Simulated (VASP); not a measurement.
# Ni (P6_3/mmc) in VASP: settings compared

Ni is run at these levels: BLYP+D3(BJ), LDA, revPBE+D4; tasks: single point, relaxation of cell and atoms.

Program: VASP 6.6.1. These are calculated values, not measurements. Logs are shortened: lines on timing, memory, paths and dates and some standing lists are left out, and cuts for length are marked.

## (1) The cell of the first run

It takes space group P6_3/mmc (No. 194, hexagonal). Conventional cell: a = 2.459 Å, b = 2.459 Å, c = 4.038 Å, α = 90.00°, β = 90.00°, γ = 120.00°. Within 3.2 Å of Ni (site symmetry -6m2) lie 12 Ni at 2.46 to 2.47 Å.

This isn't the form of Ni at room conditions, which is fcc.

## (2) Single point, BLYP+D3(BJ), collinear spin, ferromagnetic start

Input file INCAR:

```
SYSTEM = Ni
  PREC = Accurate
  ENCUT = 600
  EDIFF = 1E-6
  ISMEAR = -1
  SIGMA = 0.05
  LREAL = .FALSE.
  LASPH = .TRUE.
  NELM = 200
  ALGO = Normal
  ISIF = 2
  LWAVE = .FALSE.
  LCHARG = .FALSE.
  ISPIN = 2
  MAGMOM = 1 1
  LORBIT = 11
  LMAXMIX = 4
  GGA = B5
  ALDAX = 1.0
  AGGAX = 1.0
  AGGAC = 1.0
  ALDAC = 0.0
  IVDW = 12
  VDW_S6 = 1.0
  VDW_S8 = 2.6996
  VDW_A1 = 0.4298
  VDW_A2 = 4.2359
  NBANDS = 21
  GGA_COMPAT = .FALSE.
```

Input file KPOINTS:

```
Automatic mesh
0
G
  12 12 7
  0 0 0
```

Input file POSCAR:

```
Ni
1.0
    2.4587603875      0.0000000000      0.0000000000
   -1.2293801938      2.1293489574      0.0000000000
    0.0000000000      0.0000000000      4.0379919272
Ni
2
Direct
    0.6666666667      0.3333333333      0.7500000000
    0.3333333333      0.6666666667      0.2500000000
```

Potentials or basis: VASP PAW PBE potentials, release 64 (Ni).

The run is started by

```sh
$ cat potpaw_PBE.64/Ni/POTCAR > POTCAR
$ mpirun -np 1 vasp_std > vasp.out
```

OUTCAR:

```text
SYSTEM = Ni
   PREC = Accurate
   ENCUT = 600
   EDIFF = 1E-6
   ISMEAR = -1
   LREAL = .FALSE.
   LASPH = .TRUE.
   NELM = 200
   ISIF = 2
   ISPIN = 2
   LORBIT = 11
   GGA = B5
   IVDW = 12
 IVDW          = 12

 ion  position               nearest neighbor table
   1  0.667  0.333  0.750-   2 2.47   2 2.47   2 2.47   2 2.47   2 2.47   2 2.47
   2  0.333  0.667  0.250-   1 2.47   1 2.47   1 2.47   1 2.47   1 2.47   1 2.47

  LATTYP: Found a hexagonal cell.
 ALAT       =     2.4587603875
 C/A-ratio  =     1.6422876941

  Lattice vectors:

 A1 = (   2.4587603875,   0.0000000000,   0.0000000000)
 A2 = (  -1.2293801938,   2.1293489574,   0.0000000000)
 A3 = (   0.0000000000,   0.0000000000,   4.0379919272)

Analysis of symmetry for initial positions (statically):
=====================================================================
 Subroutine PRICEL returns:
 Original cell was already a primitive cell.

 Routine SETGRP: Setting up the symmetry group for a
 hexagonal supercell.

 Subroutine GETGRP returns: Found 24 space group operations
 (whereof 12 operations were pure point group operations)
 out of a pool of 24 trial point group operations.

The static configuration has the point symmetry D_3d.
 The point group associated with its full space group is D_6h.

Analysis of symmetry for dynamics (positions and initial velocities):
=====================================================================
 Subroutine PRICEL returns:
 Original cell was already a primitive cell.

 Routine SETGRP: Setting up the symmetry group for a
 hexagonal supercell.

 Subroutine GETGRP returns: Found 24 space group operations
 (whereof 12 operations were pure point group operations)
 out of a pool of 24 trial point group operations.

The dynamic configuration has the point symmetry D_3d.
 The point group associated with its full space group is D_6h.

Analysis of structural, dynamic, and magnetic symmetry:
=====================================================================
 Subroutine PRICEL returns:
 Original cell was already a primitive cell.

 Routine SETGRP: Setting up the symmetry group for a
 hexagonal supercell.

 Subroutine GETGRP returns: Found 24 space group operations
 (whereof 12 operations were pure point group operations)
 out of a pool of 24 trial point group operations.

The overall configuration has the point symmetry D_3d.
 The point group associated with its full space group is D_6h.

 Subroutine INISYM returns: Found 24 space group operations
 (whereof 12 operations are pure point group operations),
 and found     1 'primitive' translations

----------------------------------------------------------------------------------------

                                     Primitive cell

  volume of cell :      21.1411

  direct lattice vectors                    reciprocal lattice vectors
     2.458760387  0.000000000  0.000000000     0.406709009  0.234813556  0.000000000
    -1.229380194  2.129348957  0.000000000     0.000000000  0.469627111  0.000000000
     0.000000000  0.000000000  4.037991927     0.000000000  0.000000000  0.247647845

  length of vectors
     2.458760387  2.458760388  4.037991927     0.469627111  0.469627111  0.247647845

  position of ions in fractional coordinates (direct lattice)
     0.666666667  0.333333333  0.750000000
     0.333333333  0.666666667  0.250000000

  ion indices of the primitive-cell ions
   primitive index   ion index
                 1           1
                 2           2

----------------------------------------------------------------------------------------

 KPOINTS: Automatic mesh

Automatic generation of k-mesh.
 Grid dimensions read from file:
 generate k-points for:   12   12    7

 Generating k-lattice:

  Cartesian coordinates                     Fractional coordinates (reciprocal lattice)
     0.033892417  0.019567796  0.000000000     0.083333333 -0.000000000  0.000000000
     0.000000000  0.039135593  0.000000000     0.000000000  0.083333333  0.000000000
     0.000000000  0.000000000  0.035378264     0.000000000  0.000000000  0.142857143

  Length of vectors
     0.039135593  0.039135593  0.035378264

  Shift w.r.t. Gamma in fractional coordinates (k-lattice)
     0.000000000  0.000000000  0.000000000

 Subroutine IBZKPT returns following result:
 ===========================================

 Found     76 irreducible k-points:

 Following reciprocal coordinates:
            Coordinates               Weight
  0.000000  0.000000  0.000000      1.000000
  0.083333  0.000000  0.000000      6.000000
  0.166667  0.000000  0.000000      6.000000
  0.250000  0.000000  0.000000      6.000000
  0.333333 -0.000000  0.000000      6.000000
  0.416667  0.000000  0.000000      6.000000
[... 16 lines left out ...]
  0.250000  0.000000  0.142857     12.000000
  0.333333 -0.000000  0.142857     12.000000
 [... further k-points ...]
   k-points           NKPTS =     76   k-points in BZ     NKDIM =     76   number of bands    NBANDS=     21
   number of dos      NEDOS =    301   number of ions     NIONS =      2
   total plane-waves  NPLWV =  12800
   dimension x,y,z NGX =    20 NGY =   20 NGZ =   32
   dimension x,y,z NGXF=    40 NGYF=   40 NGZF=   64
   ions per type =               2
   NGX,Y,Z   is equivalent  to a cutoff of  13.52, 13.52, 13.17 a.u.
   NGXF,Y,Z  is equivalent  to a cutoff of  27.05, 27.05, 26.35 a.u.
 SYSTEM =  Ni
   PREC   = accura    normal or accurate (medium, high low for compatibility)
   ISTART =      0    job   : 0-new  1-cont  2-samecut
   ICHARG =      2    charge: 1-file 2-atom 10-const
   ISPIN  =      2    spin polarized calculation?
   LNONCOLLINEAR =      F non collinear calculations
   LSORBIT =      F    spin-orbit coupling
   LASPH  =      T    aspherical Exc in radial PAW
   ENCUT  =  600.0 eV  44.10 Ry    6.64 a.u.   4.91  4.91  8.06*2*pi/ulx,y,z
   NELM   =    200;   NELMIN=  2; NELMDL= -5     # of ELM steps
   EDIFF  = 0.1E-05   stopping-criterion for ELM
   LREAL  =      F    real-space projection
   EDIFFG = 0.1E-04   stopping-criterion for IOM
   NSW    =      0    number of steps for IOM
   IBRION =     -1    ionic relax: 0-MD 1-quasi-New 2-CG
   NFREE  =      0    steps in history (QN), initial steepest desc. (CG)
   ISIF   =      2    stress and relaxation
   ISYM   =      2    0-nonsym 1-usesym 2-fastsym
   POTIM  = 0.5000    time-step for ionic-motion
   TEBEG  =    0.0;   TEEND  =   0.0 temperature during run
   PSTRESS=    0.0 pullay stress
   NELECT =      20.0000    total number of electrons
   NUPDOWN=      -1.0000    fix difference up-down
   EMIN   =  10.00;   EMAX   =-10.00  energy-range for DOS
   EFERMI =   0.00;   METHOD = LEGACY
   ISMEAR =    -1;   SIGMA  =   0.05  broadening in eV -4-tet -1-fermi 0-gaus
   EFERMI_NEDOS =   21; number of points for ismear=-14 and -15
   IALGO  =     38    algorithm
   IMIX   =      4    mixing-type and parameters
     AMIX     =   0.40;   BMIX     =  1.00
     AMIX_MAG =   1.60;   BMIX_MAG =  1.00
  volume/ion in A,a.u.               =      10.57        71.33
  Fermi-wavevector in a.u.,A,eV,Ry     =   1.607097  3.036972 35.140579  2.582760
  Thomas-Fermi vector in A             =   2.703180
   LORBIT       =     11    0 simple, 1 ext, 2 COOP (PROOUT), +10 PAW based schemes
   GGA     = B5    functional components
   LHFCALC =     F    Hartree Fock is set to
   AEXX    =    0.0000 exact exchange contribution
   IVDW    =    12    specifies the selected vdW correction
   LEPSILON=     F    determine dielectric tensor
   LRPA    =     F    only Hartree local field effects (RPA)
 spin polarized calculation
  energy-cutoff  :      600.00
  volume of cell :       21.14
 maximum number of plane-waves:       729
 NGX is ok and might be reduce to    20
   NGX =  9   NGY =  9   NGZ = 17

 number of electron      19.9999994 magnetization       1.2107947

 Free energy of the ion-electron system (eV)
  ---------------------------------------------------
  ext. energy  EPLUGINS =         0.00000000
  ---------------------------------------------------
  free energy    TOTEN  =        -9.08814271 eV

  energy without entropy =       -9.05214354  energy(sigma->0) =       -9.07014312

 E-fermi :  10.2607     XC(G=0): -12.8303

 val. band max:       10.2579464074   @ k =   0.0833   0.0000   0.0000
 cond. band min:      10.2652187285   @ k =   0.0833   0.0833   0.1429
 fundamental gap:      0.0072723211
 Fermi energy:        10.2607047835

 spin component 1

 k-point     1 :       0.0000    0.0000    0.0000
  band No.  band energies     occupation
      1       1.1921      1.00000
      2       5.3116      1.00000
      3       7.7636      1.00000
      4       7.8680      1.00000
      5       7.8680      1.00000
      6       8.1434      1.00000
[... 13 lines left out ...]
     20      36.8923      0.00000
     21      41.6102      0.00000

 k-point     2 :       0.0833    0.0000    0.0000
  band No.  band energies     occupation
      1       1.4396      1.00000
      2       5.4631      1.00000
      3       7.6214      1.00000
      4       7.9768      1.00000
      5       7.9798      1.00000
      6       8.0942      1.00000
[... 13 lines left out ...]
     20      39.2625      0.00000
     21      39.9031      0.00000

 k-point     3 :       0.1667    0.0000    0.0000
  band No.  band energies     occupation
      1       2.1589      1.00000
      2       5.8422      1.00000
      3       7.3834      1.00000
      4       7.6693      1.00000
      5       7.9128      1.00000
      6       8.2607      1.00000
[... 13 lines left out ...]
     20      39.3742      0.00000
     21      39.8498      0.00000
[... 457 lines left out ...]
 k-point    23 :       0.2500    0.0000    0.1429
  band No.  band energies     occupation
      1       3.4256      1.00000
      2       6.1774      1.00000
      3       6.8706      1.00000
      4       7.2790      1.00000
      5       7.7094      1.00000
      6       8.1818      1.00000
[... 13 lines left out ...]
     20      36.6762      0.00000
     21      38.0176      0.00000

 k-point    24 :       0.3333   -0.0000    0.1429
  band No.  band energies     occupation
      1       4.6027      1.00000
      2       6.1338      1.00000
      3       6.5104      1.00000
      4       7.2328      1.00000
      5       7.8701      1.00000
      6       8.0441      1.00000
[... 13 lines left out ...]
     20      35.2722      0.00000
     21      38.9057      0.00000

 [... further k-points ...]

 spin component 2

 k-point     1 :       0.0000    0.0000    0.0000
  band No.  band energies     occupation
      1       1.1912      1.00000
      2       5.7047      1.00000
      3       8.4341      1.00000
      4       8.5052      1.00000
      5       8.5052      1.00000
      6       8.7981      1.00000
[... 13 lines left out ...]
     20      37.0034      0.00000
     21      41.7143      0.00000

 k-point     2 :       0.0833    0.0000    0.0000
  band No.  band energies     occupation
      1       1.4391      1.00000
      2       5.8655      1.00000
      3       8.2578      1.00000
      4       8.6182      1.00000
      5       8.6433      1.00000
      6       8.7449      1.00000
[... 13 lines left out ...]
     20      39.3679      0.00000
     21      39.9945      0.00000

 k-point     3 :       0.1667    0.0000    0.0000
  band No.  band energies     occupation
      1       2.1613      1.00000
      2       6.2739      1.00000
      3       7.9874      1.00000
      4       8.0807      1.00000
      5       8.5482      1.00000
      6       8.9379      1.00000
[... 13 lines left out ...]
     20      39.4121      0.00000
     21      39.9388      0.00000
[... 457 lines left out ...]
 k-point    23 :       0.2500    0.0000    0.1429
  band No.  band energies     occupation
      1       3.4470      1.00000
      2       6.6204      1.00000
      3       7.2950      1.00000
      4       7.8284      1.00000
      5       8.3276      1.00000
      6       8.7813      1.00000
[... 13 lines left out ...]
     20      36.7867      0.00000
     21      38.0983      0.00000

 k-point    24 :       0.3333   -0.0000    0.1429
  band No.  band energies     occupation
      1       4.7004      1.00000
      2       6.6113      1.00000
      3       6.9459      1.00000
      4       7.7461      1.00000
      5       8.4706      1.00000
      6       8.6332      1.00000
[... 13 lines left out ...]
     20      35.3819      0.00000
     21      38.9806      0.00000

 [... further k-points ...]

------------------------ aborting loop because EDIFF is reached ----------------------------------------

 Edisp (eV)   -2.16592

 E8    (eV) :    -1.5858

  FORCE on cell =-STRESS in cart. coord.  units (eV):
  Direction    XX          YY          ZZ          XY          YZ          ZX
  --------------------------------------------------------------------------------------
  -------------------------------------------------------------------------------------
  Total      -0.02652    -0.02652    -0.02307     0.00000     0.00000     0.00000
  in kB      -2.00955    -2.00955    -1.74825     0.00000     0.00000     0.00000
  external pressure =       -1.92 kB  Pullay stress =        0.00 kB

 VOLUME and BASIS-vectors are now :
 -----------------------------------------------------------------------------
  energy-cutoff  :      600.00
  volume of cell :       21.14
      direct lattice vectors                 reciprocal lattice vectors
     2.458760387  0.000000000  0.000000000     0.406709009  0.234813556  0.000000000
    -1.229380194  2.129348957  0.000000000     0.000000000  0.469627111  0.000000000
     0.000000000  0.000000000  4.037991927     0.000000000  0.000000000  0.247647845

 POSITION                                       TOTAL-FORCE (eV/Angst)
 -----------------------------------------------------------------------------------
      1.22938      0.70978      3.02849         0.000000      0.000000      0.000000
     -0.00000      1.41957      1.00950        -0.000000     -0.000000      0.000000
 -----------------------------------------------------------------------------------
    total drift:                               -0.000000      0.000000     -0.000000

  FREE ENERGIE OF THE ION-ELECTRON SYSTEM (eV)
  ---------------------------------------------------
  free  energy   TOTEN  =       -11.2540581454 eV

  energy  without entropy=      -11.2180589834  energy(sigma->0) =      -11.23605856

 total charge

# of ion       s       p       d       tot
------------------------------------------
    1        0.511   0.508   8.385   9.404
    2        0.511   0.508   8.385   9.404
--------------------------------------------------
tot          1.022   1.017  16.770  18.809

 magnetization (x)

# of ion       s       p       d       tot
------------------------------------------
    1       -0.005  -0.022   0.637   0.611
    2       -0.005  -0.022   0.637   0.611
--------------------------------------------------
tot         -0.009  -0.043   1.275   1.222
```

Wall time 2 min (1 thread of Intel Xeon 8259CL, shared host); peak memory 0.19 GiB.

Results:

* Free energy: -11.2541 eV
* Pressure: -0.2 GPa
* Net moment: 1.21 μB per cell
* Site moments: Ni +0.61 μB
* Valence electrons inside the program's atomic spheres: Ni 9.40
* Dispersion energy per atom: -1.083 eV

Caveat: the PAW data sets were made with another functional, which shifts forces and pressure a little.

## (3) Relaxation of cell and atoms, BLYP+D3(BJ), collinear spin, ferromagnetic start

Input file INCAR:

```
SYSTEM = Ni
PREC = Accurate ; ENCUT = 600
EDIFF = 1E-7 ; ISMEAR = -1
SIGMA = 0.05 ; LREAL = .False.
LASPH = .True. ; NELM = 200
ALGO = Normal ; ISIF = 3
LWAVE = .False. ; LCHARG = .False.
ISPIN = 2 ; MAGMOM = 1 1
LORBIT = 11 ; LMAXMIX = 4
GGA = B5 ; ALDAX = 1.0
AGGAX = 1.0 ; AGGAC = 1.0
ALDAC = 0.0 ; IVDW = 12
IBRION = 2 ; NSW = 60
EDIFFG = -0.01 ; VDW_S6 = 1.0
VDW_S8 = 2.6996 ; VDW_A1 = 0.4298
VDW_A2 = 4.2359 ; GGA_COMPAT = .False.
NELMIN = 4
```

Input file KPOINTS:

```
regular mesh
0
Gamma
  12 12 7
  0 0 0
```

Input file POSCAR:

```
Ni
1.0
    2.4480228978      0.0000000000      0.0000000000
   -1.2240114489      2.1200500186      0.0000000000
    0.0000000000      0.0000000000      4.0728075700
Ni
2
Direct
    0.6666666667      0.3333333333      0.7500000000
    0.3333333333      0.6666666667      0.2500000000
```

Potentials or basis: VASP PAW PBE potentials, release 64 (Ni).

The run is started by

```sh
$ cat potpaw_PBE.64/Ni/POTCAR > POTCAR
$ mpirun -np 1 vasp_std > vasp.out
```

Run time: 7.8 min. Hardware: 1 thread of Intel Xeon 8259CL, shared host; peak memory 0.2 GiB.

It converged, with:

```
Free energy                                           : -11.2541 eV
Relaxed volume                                        : 10.56 Å³/atom
Relaxed cell                                          : a = 2.458 Å, b = 2.458 Å, c = 4.038 Å, α = 90.00°, β = 90.00°, γ = 120.00°
Space group after relaxing (to 0.1 Å)                 : P6_3/mmc (No. 194)
Energy gained by relaxing                             : 0.8 meV/atom
Ionic steps                                           : 6
Pressure after relaxing                               : 0.0 GPa
Net moment                                            : 1.21 μB per cell
Site moments                                          : Ni +0.61 μB
Valence electrons inside the program's atomic spheres : Ni 9.41
Dispersion energy per atom                            : -1.084 eV
```

Step by step:
```tsv
step	energy change (eV)	largest force (eV/Å)	pressure (GPa)	volume (Å³)
1	0.0000	0.0000	-0.13	21.14
2	-0.0014	0.0000	0.15	21.11
3	-0.0014	0.0000	0.32	21.09
4	-0.0015	0.0000	0.25	21.10
5	-0.0015	0.0000	-0.28	21.15
6	-0.0015	0.0000	-0.03	21.13
```

Final structure:
```yaml
crystal:
  lattice:
    - [2.45798, 0.00000, 0.00000]
    - [-1.22899, 2.12868, 0.00000]
    - [0.00000, 0.00000, 4.03751]
  atoms:
    - { symbol: Ni, position: [0.66667, 0.33333, 0.75000] }
    - { symbol: Ni, position: [0.33333, 0.66667, 0.25000] }
```

Levels at points of the mesh, in eV from the Fermi level:
Spin up:
```
           k point  band 8  band 9  band 10  band 11  band 12  band 13  band 14  band 15
(0.00, 0.00, 0.00)   -1.68   -1.68    -0.69    -0.69    -0.18     5.84    23.31    24.99
(0.50, 0.00, 0.00)   -0.58   -0.50    -0.45     1.33     3.24     9.64    10.12    12.93
```
Spin down:
| k point | band 8 | band 9 | band 10 | band 11 | band 12 | band 13 |
| --- | --- | --- | --- | --- | --- | --- |
| (0.00, 0.00, 0.00) | -1.06 | -1.06 | -0.20 | -0.03 | -0.03 | 6.24 |
| (0.50, 0.00, 0.00) | 0.15 | 0.16 | 0.28 | 1.77 | 3.61 | 9.77 |

Caveat: the PAW data sets were made with another functional, which shifts forces and pressure a little.

[end of part 1 of 2]
